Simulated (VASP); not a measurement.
Write the native input for VASP 6.6.1 that does the following.

```
Task                   : single point
Functional             : PBEsol
Potentials or basis    : VASP PAW PBE potentials, release 64 (Cs_sv, Cd, Ge_d)
Cutoff                 : 520 eV
k mesh                 : 3 × 3 × 2
Occupations            : fermi-dirac, width 0.05 eV
Spin                   : no spin polarisation
Dipole correction      : no
Further INCAR settings : ALGO = Normal; EDIFF = 1e-06; NBANDS = 60
```

The structure of CsCd4Ge3 lies in POSCAR:

```
CsCd4Ge3
1.0
    4.4819720000      0.0000000000      0.0000000000
    0.0000000000      4.4819720000      0.0000000000
    0.0000000000      0.0000000000     10.7461740000
Cs Cd Ge
1 4 3
Direct
   -0.0002858117     -0.0038643704      0.5019409699
   -0.0020667242      0.4971055152      0.1625389650
    0.4971983314      0.0046758436      0.1614824029
    0.0019707843      0.5017619476      0.8367618094
    0.5010725190     -0.0029614197      0.8355563571
    0.5046689270      0.5012090660      0.3039449203
    0.4968830684      0.4975662499      0.6965067753
    0.0017951919      0.0073954054      0.0016620799
```

These files were run (other wordings do the same):

INCAR

```
ALGO = Normal
EDIFF = 1E-6
ENCUT = 520
GGA = PS
ISIF = 2
ISMEAR = -1
LASPH = True
LCHARG = False
LREAL = False
LWAVE = False
NBANDS = 60
NELM = 60
PREC = Accurate
SIGMA = 0.05
```

KPOINTS

```
k-points
0
Gamma
  3 3 2
```

Potentials or basis: VASP PAW PBE potentials, release 64 (Cs_sv, Cd, Ge_d).

Run with:

```bash
$ cat potpaw_PBE.64/Cs_sv/POTCAR potpaw_PBE.64/Cd/POTCAR potpaw_PBE.64/Ge_d/POTCAR > POTCAR
$ mpirun -np 1 vasp_std > vasp.out
```

Results of the run:

```
Pressure               : -0.5 GPa
Largest force          : 0.574 eV/Å
Band gap on the k mesh : zero (an odd number of electrons rules out a gap without spin polarisation)
```

Caveat: the k points lie up to 0.47 Å⁻¹ apart, too coarse for converged energies and pressures of a metal; the PAW data sets were made with another functional, which shifts forces and pressure a little; spin-orbit coupling is left out, which moves the levels of the heavy elements.

Run time: 110 s on 1 thread of Intel(R) Xeon(R) Platinum 8259CL CPU @ 2.50GHz (Skylake/Cascade Lake), on a shared host, peak memory 0.36 GiB.
